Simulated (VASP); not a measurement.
Input of a VASP 6.6.1 run:

INCAR

```
SYSTEM = Rh
ALGO = Normal
EDIFF = 1E-6
EDIFFG = -0.005
ENCUT = 600
GGA = PE
IBRION = 2
ISIF = 3
ISMEAR = 0
IVDW = 12
LASPH = .TRUE.
LCHARG = .FALSE.
LREAL = .FALSE.
LWAVE = .FALSE.
NELM = 60
NSW = 100
PREC = Accurate
SIGMA = 0.1
```

The input KPOINTS:

```
k-points
0
G
  18 18 18
  0 0 0
```

File POSCAR:

```
Rh
1.0
    0.0000000000      1.8978500000      1.8978500000
    1.8978500000      0.0000000000      1.8978500000
    1.8978500000      1.8978500000      0.0000000000
Rh
1
Direct
    0.0000000000      0.0000000000      0.0000000000
```

Potentials or basis: VASP PAW PBE potentials, release 64 (Rh_pv).

Command:

```console
$ cat potpaw_PBE.64/Rh_pv/POTCAR > POTCAR
$ mpirun -np 1 vasp_std > vasp.out
```

Problem. Predict the relaxed cell.

Solution. a = 2.682 Å, b = 2.682 Å, c = 2.682 Å, α = 60.00°, β = 60.00°, γ = 60.00°.

Problem. What does it give for the space group after relaxing (to 0.05 Å)?

Solution. Fm-3m (No. 225).

Problem. Predict the dispersion energy per atom.

Solution. -0.653 eV.

Final structure:
```xyz
1
Lattice="0.0000 1.8965 1.8965 1.8965 0.0000 1.8965 1.8965 1.8965 0.0000" Properties=species:S:1:pos:R:3 pbc="T T T"
Rh    0.0000    0.0000    0.0000
```
